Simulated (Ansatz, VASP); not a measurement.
# One calculation of Si2Mo5, two programs

File INCAR:

```
PREC = Accurate ; ENCUT = 600
EDIFF = 1E-6 ; ISMEAR = 0
SIGMA = 0.1 ; LREAL = False
LASPH = True ; NELM = 60
ALGO = Fast ; ISIF = 3
LWAVE = False ; LCHARG = False
GGA = PE ; IBRION = 2
NSW = 100 ; EDIFFG = -0.01
```

The input KPOINTS:

```
regular mesh
0
Gamma
  8 8 6
```

Contents of POSCAR:

```
Si2Mo5
1.0
    4.4830336910      0.0000000000      0.0000000000
    0.0000000000      4.4830336910      0.0000000000
    0.0000000000      0.0000000000      5.5179371264
Si Mo
2 5
Direct
    0.5000000000      0.5000000000      0.5000000000
    0.0000000000      0.0000000000      0.0000000000
    0.0000000000      0.5000000000      0.2760405807
    0.5000000000      0.0000000000      0.2760405807
    0.0000000000      0.5000000000      0.7239594193
    0.5000000000      0.0000000000      0.7239594193
    0.5000000000      0.5000000000      0.0000000000
```

Input for Ansatz:

```yaml
crystal:
  lattice:
    - [4.483033691, 0.0, 0.0]
    - [0.0, 4.483033691, 0.0]
    - [0.0, 0.0, 5.5179371264]
  atoms:
    - { symbol: Si, position: [0.5, 0.5, 0.5] }
    - { symbol: Si, position: [0.0, 0.0, 0.0] }
    - { symbol: Mo, position: [0.0, 0.5, 0.2760405807] }
    - { symbol: Mo, position: [0.5, 0.0, 0.2760405807] }
    - { symbol: Mo, position: [0.0, 0.5, 0.7239594193] }
    - { symbol: Mo, position: [0.5, 0.0, 0.7239594193] }
    - { symbol: Mo, position: [0.5, 0.5, 0.0] }
basis:
  ecutwfc: 420
kpoints:
  mp_grid: { grid: [8, 8, 6] }
hamiltonian:
  xc: pbe
scf:
  occupations: { method: gaussian, width: 0.1 }
output:
  forces: true
  stress: true
  eigenvalues: true
relax:
  adjacent_minimum: "off"
  f_tol: 0.01
  max_steps: 80
  cell: { stress_tol: 0.05 }
```

Alike in both runs: task relaxation of cell and atoms; functional PBE; k mesh 8 × 8 × 6; occupations gaussian, width 0.1 eV; no spin polarisation.

|  | VASP | Ansatz |
| --- | --- | --- |
| version | VASP 6.6.1 | Ansatz 0.2.0 |
| potentials or method | VASP PAW PBE potentials, release 64 (Si, Mo_sv), cutoff 600 eV | scalar-relativistic, plane waves, PAW |
| valence electrons in the cell | 78 | 78 |

|  | VASP | Ansatz | Ansatz less VASP |
| --- | --- | --- | --- |
| gap on the k mesh at the Fermi level, each at its own relaxed structure (eV) | none | none | - |
| relaxed volume (Å³/atom) | 15.84 | 15.82 | -0.014 |
| relaxed length of the cell vector where the two differ most in proportion (Å) | 5.582 | 5.578 | -0.0046 |

A gap of «none» marks a metal or a gap that the smearing closes.
